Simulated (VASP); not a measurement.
Write the native input for VASP 6.6.1 that does the following.

| Property | Result |
| --- | --- |
| Task | relaxation of cell and atoms |
| Functional | PBE |
| Potentials or basis | VASP PAW PBE potentials, release 64 (Cu, Au, H) |
| Cutoff | 600 eV |
| k mesh | 8 × 8 × 8 |
| Occupations | gaussian, width 0.1 eV |
| Spin | no spin polarisation |
| Dipole correction | no |
| Further INCAR settings | ALGO = Normal; EDIFF = 1e-07; IBRION = 2; EDIFFG = -0.025; NSW = 90; ISIF = 3 |

The structure of Cu3HAu lies in POSCAR:

```
Cu3HAu
1.0
    3.8362229216      0.0000000000      0.0000000000
    0.0000000000      3.8362229216      0.0000000000
    0.0000000000      0.0000000000      3.8362229216
Cu Au H
3 1 1
Direct
    1.0000000000      0.5000000000      0.5000000000
    0.5000000000      1.0000000000      0.5000000000
    0.5000000000      0.5000000000      1.0000000000
    0.0000000000      1.0000000000      1.0000000000
    0.5000000000      0.5000000000      0.5000000000
```

The input as run:

INCAR

```
  PREC = Accurate
  ENCUT = 600
  EDIFF = 1E-7
  ISMEAR = 0
  SIGMA = 0.1
  LREAL = False
  LASPH = True
  NELM = 120
  ALGO = Normal
  ISIF = 3
  LWAVE = False
  LCHARG = False
  GGA = PE
  IBRION = 2
  NSW = 90
  EDIFFG = -0.025
  GGA_COMPAT = False
  NELMIN = 4
```

KPOINTS

```
regular mesh
0
Gamma
  8 8 8
```

Potentials or basis: VASP PAW PBE potentials, release 64 (Cu, Au, H).

Command:

```sh
$ cat potpaw_PBE.64/Cu/POTCAR potpaw_PBE.64/Au/POTCAR potpaw_PBE.64/H/POTCAR > POTCAR
$ mpirun -np 1 vasp_std > vasp.out
```

It gave:

```yaml
Pressure_after_relaxing: 0.0 GPa
Band_gap_on_the_k_mesh: zero (an odd number of electrons rules out a gap without spin polarisation)
```

Caveat: the relaxation stopped at its first step, so nothing moved; spin-orbit coupling is left out, which moves the levels of the heavy elements.

Run time: 26 s on 1 thread of Intel(R) Xeon(R) 6975P-C (Granite Rapids), with other jobs on the host, peak memory 0.22 GiB.
